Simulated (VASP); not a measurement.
# CoPdO2 (R-3m) in VASP: further runs, part 2 of 2

VASP 6.6.1. The steps go on from the part before.

### 4 Single point, PBEsol, collinear spin, ferromagnetic start

The input, INCAR:

```
SYSTEM = CoPdO2
PREC = Accurate ; ENCUT = 520
EDIFF = 1E-7 ; ISMEAR = -1
SIGMA = 0.08 ; LREAL = .FALSE.
LASPH = .TRUE. ; NELM = 150
ALGO = Normal ; ISIF = 2
LWAVE = .FALSE. ; LCHARG = .FALSE.
ISPIN = 2 ; MAGMOM = 2 0 0 0
LORBIT = 11 ; LMAXMIX = 4
GGA = PS ; NBANDS = 28
```

The input, KPOINTS:

```
Automatic mesh
0
G
  12 12 12
  0 0 0
```

The input, POSCAR:

```
CoPdO2
1.0
    1.4316899074      0.8265865534      5.9577715763
   -1.4316899074      0.8265865534      5.9577715763
    0.0000000000     -1.6531731068      5.9577715763
Co Pd O
1 1 2
Direct
    0.5000000000      0.5000000000      0.5000000000
    0.0000000000      0.0000000000      0.0000000000
    0.8875240000      0.8875240000      0.8875240000
    0.1124760000      0.1124760000      0.1124760000
```

Potentials or basis: VASP PAW PBE potentials, release 64 (Co, Pd, O).

Run with:

```sh
cat potpaw_PBE.64/Co/POTCAR potpaw_PBE.64/Pd/POTCAR potpaw_PBE.64/O/POTCAR > POTCAR
mpirun -np 1 vasp_std > vasp.out
```

OUTCAR:

```text
SYSTEM = CoPdO2
   PREC = Accurate
   ENCUT = 520
   EDIFF = 1E-7
   ISMEAR = -1
   LREAL = .FALSE.
   LASPH = .TRUE.
   NELM = 150
   ISIF = 2
   ISPIN = 2
   LORBIT = 11
   GGA = PS

 ion  position               nearest neighbor table
   1  0.500  0.500  0.500-   4 1.92   3 1.92   4 1.92   4 1.92   3 1.92   3 1.92
   2  0.000  0.000  0.000-   3 2.01   4 2.01
   3  0.888  0.888  0.888-   1 1.92   1 1.92   1 1.92   2 2.01
   4  0.112  0.112  0.112-   1 1.92   1 1.92   1 1.92   2 2.01

  LATTYP: Found a trigonal (rhomboedric) cell.
 ALAT       =     6.1828814865
 COS(alpha) =     0.8927626487

  Lattice vectors:

 A1 = (   1.4316899074,   0.8265865534,   5.9577715763)
 A2 = (  -1.4316899074,   0.8265865534,   5.9577715763)
 A3 = (   0.0000000000,  -1.6531731068,   5.9577715763)

Analysis of symmetry for initial positions (statically):
=====================================================================
 Subroutine PRICEL returns:
 Original cell was already a primitive cell.

 Routine SETGRP: Setting up the symmetry group for a
 trigonal (rhombohedral) supercell.

 Subroutine GETGRP returns: Found 12 space group operations
 (whereof 12 operations were pure point group operations)
 out of a pool of 12 trial point group operations.

The static configuration has the point symmetry D_3d.

Analysis of symmetry for dynamics (positions and initial velocities):
=====================================================================
 Subroutine PRICEL returns:
 Original cell was already a primitive cell.

 Routine SETGRP: Setting up the symmetry group for a
 trigonal (rhombohedral) supercell.

 Subroutine GETGRP returns: Found 12 space group operations
 (whereof 12 operations were pure point group operations)
 out of a pool of 12 trial point group operations.

The dynamic configuration has the point symmetry D_3d.

Analysis of structural, dynamic, and magnetic symmetry:
=====================================================================
 Subroutine PRICEL returns:
 Original cell was already a primitive cell.

 Routine SETGRP: Setting up the symmetry group for a
 trigonal (rhombohedral) supercell.

 Subroutine GETGRP returns: Found 12 space group operations
 (whereof 12 operations were pure point group operations)
 out of a pool of 12 trial point group operations.

The overall configuration has the point symmetry D_3d.

 Subroutine INISYM returns: Found 12 space group operations
 (whereof 12 operations are pure point group operations),
 and found     1 'primitive' translations

----------------------------------------------------------------------------------------

                                     Primitive cell

  volume of cell :      42.3031

  direct lattice vectors                    reciprocal lattice vectors
     1.431689907  0.826586553  5.957771576     0.349237637  0.201632444  0.055949331
    -1.431689907  0.826586553  5.957771576    -0.349237637  0.201632444  0.055949331
     0.000000000 -1.653173107  5.957771576     0.000000000 -0.403264887  0.055949331

  length of vectors
     6.182881487  6.182881487  6.182881487     0.407127618  0.407127618  0.407127618

  position of ions in fractional coordinates (direct lattice)
     0.500000000  0.500000000  0.500000000
     0.000000000  0.000000000  0.000000000
     0.887524000  0.887524000  0.887524000
[... 80 lines left out ...]
   EDIFF  = 0.1E-06   stopping-criterion for ELM
   LREAL  =      F    real-space projection
   EDIFFG = 0.1E-05   stopping-criterion for IOM
   NSW    =      0    number of steps for IOM
   IBRION =     -1    ionic relax: 0-MD 1-quasi-New 2-CG
   NFREE  =      0    steps in history (QN), initial steepest desc. (CG)
   ISIF   =      2    stress and relaxation
   ISYM   =      2    0-nonsym 1-usesym 2-fastsym
   POTIM  = 0.5000    time-step for ionic-motion
   TEBEG  =    0.0;   TEEND  =   0.0 temperature during run
   PSTRESS=    0.0 pullay stress
   NELECT =      31.0000    total number of electrons
   NUPDOWN=      -1.0000    fix difference up-down
   EMIN   =  10.00;   EMAX   =-10.00  energy-range for DOS
   EFERMI =   0.00;   METHOD = LEGACY
   ISMEAR =    -1;   SIGMA  =   0.08  broadening in eV -4-tet -1-fermi 0-gaus
   EFERMI_NEDOS =   21; number of points for ismear=-14 and -15
   IALGO  =     38    algorithm
   IMIX   =      4    mixing-type and parameters
     AMIX     =   0.40;   BMIX     =  1.00
     AMIX_MAG =   1.60;   BMIX_MAG =  1.00
  volume/ion in A,a.u.               =      10.58        71.37
  Fermi-wavevector in a.u.,A,eV,Ry     =   1.475949  2.789139 29.639266  2.178425
  Thomas-Fermi vector in A             =   2.590535
   LORBIT       =     11    0 simple, 1 ext, 2 COOP (PROOUT), +10 PAW based schemes
   GGA     = PS    functional components
   LHFCALC =     F    Hartree Fock is set to
   AEXX    =    0.0000 exact exchange contribution
   IVDW    =     0    specifies the selected vdW correction
   LEPSILON=     F    determine dielectric tensor
   LRPA    =     F    only Hartree local field effects (RPA)
 spin polarized calculation
  energy-cutoff  :      520.00
  volume of cell :       42.30
 maximum number of plane-waves:      1168
 NGX is ok and might be reduce to    48
   NGX = 23   NGY = 23   NGZ = 23

 number of electron      30.9999999 magnetization       0.0000763

 number of electron      30.9999999 magnetization      -0.0000011

 Free energy of the ion-electron system (eV)
  ---------------------------------------------------
  ext. energy  EPLUGINS =         0.00000000
  ---------------------------------------------------
  free energy    TOTEN  =       -27.70468446 eV

  energy without entropy =      -27.67785513  energy(sigma->0) =      -27.69126980

 E-fermi :   7.3491     XC(G=0): -12.5777

 val. band max:        7.3346505355   @ k =   0.5000   0.5000   0.0833
 cond. band min:       7.3518159084   @ k =  -0.2500  -0.2500   0.1667
 fundamental gap:      0.0171653729
 Fermi energy:         7.3491121834

 spin component 1

 k-point     1 :       0.0000    0.0000    0.0000
  band No.  band energies     occupation
      1     -13.3954      1.00000
      2     -11.5441      1.00000
      3      -1.0986      1.00000
      4       1.3588      1.00000
      5       1.3588      1.00000
      6       2.3222      1.00000
[... 709 lines left out ...]
     26      23.3273      0.00000
     27      24.9496      0.00000

 [... further k-points ...]

 spin component 2

 k-point     1 :       0.0000    0.0000    0.0000
  band No.  band energies     occupation
      1     -13.3954      1.00000
      2     -11.5441      1.00000
      3      -1.0986      1.00000
      4       1.3588      1.00000
      5       1.3588      1.00000
      6       2.3222      1.00000
[... 709 lines left out ...]
     26      23.3273      0.00000
     27      24.9496      0.00000

 [... further k-points ...]

 [bands above 27 left out]

------------------------ aborting loop because EDIFF is reached ----------------------------------------

  FORCE on cell =-STRESS in cart. coord.  units (eV):
  Direction    XX          YY          ZZ          XY          YZ          ZX
  --------------------------------------------------------------------------------------
  -------------------------------------------------------------------------------------
  Total       -2.5781316     -2.5781316     -2.9574622      0.0000000      0.0000000      0.0000000
  in kB      -97.6434832    -97.6434832   -112.0101521      0.0000000      0.0000000      0.0000000
  external PRESSURE =    -102.4323728 kB  Pullay stress =       0.0000000 kB

 VOLUME and BASIS-vectors are now :
 -----------------------------------------------------------------------------
  energy-cutoff  :      520.00
  volume of cell :       42.30
      direct lattice vectors                 reciprocal lattice vectors
     1.431689907  0.826586553  5.957771576     0.349237637  0.201632444  0.055949331
    -1.431689907  0.826586553  5.957771576    -0.349237637  0.201632444  0.055949331
     0.000000000 -1.653173107  5.957771576     0.000000000 -0.403264887  0.055949331

 POSITION                                       TOTAL-FORCE (eV/Angst)
 -----------------------------------------------------------------------------------
      0.00000      0.00000      8.93666        -0.000000      0.000000      0.000000
      0.00000      0.00000      0.00000         0.000000      0.000000     -0.000000
      0.00000      0.00000     15.86300         0.000000      0.000000     -0.226747
      0.00000      0.00000      2.01032         0.000000      0.000000      0.226747
 -----------------------------------------------------------------------------------
    total drift:                                0.000000      0.000000     -0.000000

  FREE ENERGIE OF THE ION-ELECTRON SYSTEM (eV)
  ---------------------------------------------------
  free  energy   TOTEN  =       -27.7046844622 eV

  energy  without entropy=      -27.6778551304  energy(sigma->0) =      -27.69126980

 total charge

# of ion       s       p       d       tot
------------------------------------------
    1        0.422   0.640   7.316   8.378
    2        0.456   0.448   8.436   9.340
    3        1.555   3.404   0.000   4.959
    4        1.555   3.404   0.000   4.959
--------------------------------------------------
tot          3.988   7.896  15.752  27.636

 magnetization (x)

# of ion       s       p       d       tot
------------------------------------------
    1        0.000   0.000   0.000   0.000
    2       -0.000  -0.000  -0.000  -0.000
    3        0.000  -0.000   0.000  -0.000
    4        0.000  -0.000   0.000  -0.000
--------------------------------------------------
tot         -0.000  -0.000   0.000  -0.000
```

OSZICAR:

```text
N       E                     dE             d eps       ncg     rms          rms(c)
DAV:   1     0.239791982036E+03    0.23979E+03   -0.14312E+04 21288   0.121E+03
DAV:   2    -0.142826805683E+02   -0.25407E+03   -0.22623E+03 22128   0.308E+02
[... 10 lines left out ...]
DAV:  13    -0.277047665465E+02   -0.43287E-03   -0.17693E-03 27672   0.696E-01    0.146E-01
DAV:  14    -0.277047146743E+02    0.51872E-04   -0.36073E-04 26800   0.150E-01    0.855E-02
DAV:  15    -0.277046892501E+02    0.25424E-04   -0.13626E-04 30824   0.182E-01    0.370E-02
DAV:  16    -0.277046889513E+02    0.29873E-06   -0.23264E-05 23320   0.367E-02    0.218E-02
DAV:  17    -0.277046846301E+02    0.43213E-05   -0.44614E-06 31456   0.350E-02    0.533E-03
DAV:  18    -0.277046845029E+02    0.12720E-06   -0.11306E-06 29376   0.863E-03    0.190E-03
DAV:  19    -0.277046844622E+02    0.40620E-07   -0.42564E-08 12300   0.435E-03
   1 F= -.27704684E+02 E0= -.27691270E+02  d E =-.268293E-01  mag=    -0.0000
```

stdout:

```text
POSCAR found type information on POSCAR CoPdO
 POSCAR found :  3 types and       4 ions
 scaLAPACK will be used
 -----------------------------------------------------------------------------
|                                                                             |
|                                                                             |
|     You enforced a specific xc type in the INCAR file but a different       |
|     I HOPE YOU KNOW WHAT YOU ARE DOING!                                     |
|                                                                             |
 -----------------------------------------------------------------------------

 LDA part: xc-table for (Slater+PW92), standard interpolation
 POSCAR, INCAR and KPOINTS ok, starting setup
 FFT: planning ... GRIDC
 FFT: planning ... GRID_SOFT
 FFT: planning ... GRID
 WAVECAR not read
 entering main loop
```

It took 30 min on 1 thread of Intel Xeon Platinum 8488C (Sapphire Rapids), shared host; peak memory 0.66 GiB.

Results:

| Property | Result |
| --- | --- |
| Free energy | -27.7047 eV |
| Pressure | -10.2 GPa |
| Largest force | 0.227 eV/Å |
| Net moment | 0.00 μB per cell |
| Valence electrons inside the program's atomic spheres | Co 8.38; Pd 9.34; O 4.96 |

Forces in eV/Å, atoms in the order of the input:
```
Co   0.000  0.000  0.000
Pd   0.000  0.000  0.000
O    0.000  0.000 -0.227
O    0.000  0.000  0.227
```

Levels at points of the mesh, in eV from the Fermi level:
Spin up:
```
           k point  band 13  band 14  band 15  band 16  band 17  band 18  band 19  band 20
(0.00, 0.00, 0.00)    -1.66    -1.43    -1.43    -0.93     1.99     1.99     2.77     6.23
(0.50, 0.00, 0.00)    -0.94    -0.69    -0.40     0.72     1.20     1.56     3.36     8.03
(0.50, 0.50, 0.00)    -0.94    -0.76    -0.40     0.07     1.87     1.96     3.38     8.76
(0.50, 0.50, 0.50)    -1.51    -0.78    -0.78    -0.47     1.69     1.69     3.99     5.07
```
Spin down:
| k point | band 14 | band 15 | band 16 | band 17 | band 18 | band 19 |
| --- | --- | --- | --- | --- | --- | --- |
| (0.00, 0.00, 0.00) | -1.43 | -1.43 | -0.93 | 1.99 | 1.99 | 2.77 |
| (0.50, 0.00, 0.00) | -0.69 | -0.40 | 0.72 | 1.20 | 1.56 | 3.36 |
| (0.50, 0.50, 0.00) | -0.76 | -0.40 | 0.07 | 1.87 | 1.96 | 3.38 |
| (0.50, 0.50, 0.50) | -0.78 | -0.78 | -0.47 | 1.69 | 1.69 | 3.99 |

Caveat: the cell stands under tension; the moments typed at the start vanished in this run; the PAW data sets were made with another functional, which shifts forces and pressure a little; semilocal functionals often make such compounds metallic where correlation or magnetic order opens a gap, which also shifts bond lengths.
